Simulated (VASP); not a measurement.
A run of VASP 6.6.1 is set up as follows.

Contents of INCAR:

```
PREC = Accurate
ENCUT = 520
EDIFF = 1E-8
ISMEAR = 0
SIGMA = 0.01
LREAL = False
LASPH = True
NELM = 60
ALGO = Normal
ISIF = 2
LWAVE = False
LCHARG = False
GGA = PE
NBANDS = 11
IBRION = 8
NSW = 1
LEPSILON = True
```

KPOINTS

```
Automatic mesh
0
Gamma
  10 10 10
```

Contents of POSCAR:

```
BAs
1.0
    0.0000000000      2.3566540870      2.3566540870
    2.3566540870      0.0000000000      2.3566540870
    2.3566540870      2.3566540870      0.0000000000
B As
1 1
Direct
    0.0000000000      0.0000000000      0.0000000000
    0.7500000000      0.7500000000      0.7500000000
```

Potentials or basis: VASP PAW PBE potentials, release 64 (B, As).

Launch:

```console
$ cat potpaw_PBE.64/B/POTCAR potpaw_PBE.64/As/POTCAR > POTCAR
$ mpirun -np 1 vasp_std > vasp.out
```

Predict the electronic dielectric tensor (diagonal).

9.72.

Estimate the Born charges (mean of the diagonal).

B -0.65; As +0.65 e.

What does it give for the highest phonon frequency at Γ, LO-TO splitting left out?

725 cm⁻¹.

Born effective charge tensors (e):
atom 1, B
```
-0.65  0.00  0.00
 0.00 -0.65  0.00
 0.00  0.00 -0.65
```
atom 2, As
```
0.65 0.00 0.00
0.00 0.65 0.00
0.00 0.00 0.65
```

Caveat: the cell wasn't relaxed at this level first, which shifts response properties.
